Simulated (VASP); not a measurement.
KF, 2 atoms in the cell. It takes space group R-3m (No. 166, trigonal). The conventional cell has a = 3.808 Å, b = 3.808 Å, c = 8.748 Å, α = 90.00°, β = 90.00°, γ = 120.00°. K (site symmetry -3m) has 6 F at 2.64 Å within 3.5 Å. F (site symmetry -3m) has 6 K at 2.64 Å within 3.5 Å. 

- Program: VASP 6.6.1
- Task: single point
- Functional: LDA
- Potentials or basis: VASP PAW LDA potentials, release 64 (K_sv, F)
- Cutoff: 520 eV
- k mesh: 8 × 8 × 8
- Occupations: gaussian, width 0.05 eV
- Spin: no spin polarisation
- Dipole correction: no
- Further INCAR settings: ALGO = Normal; EDIFF = 1e-06; NBANDS = 15

Potentials or basis: VASP PAW LDA potentials, release 64 (K_sv, F).

Launch:

```console
$ cat potpaw_LDA.64/K_sv/POTCAR potpaw_LDA.64/F/POTCAR > POTCAR
$ mpirun -np 1 vasp_std > vasp.out
```

Hardware: 1 thread of Intel(R) Xeon(R) Platinum 8259CL CPU @ 2.50GHz (Skylake/Cascade Lake), on a shared host.

Estimate the wall time of this run.

Wall time 37 s on 1 thread of Intel(R) Xeon(R) Platinum 8259CL CPU @ 2.50GHz (Skylake/Cascade Lake) (shared host), peak memory 0.16 GiB. Counts: scf iterations 12, k points 65.
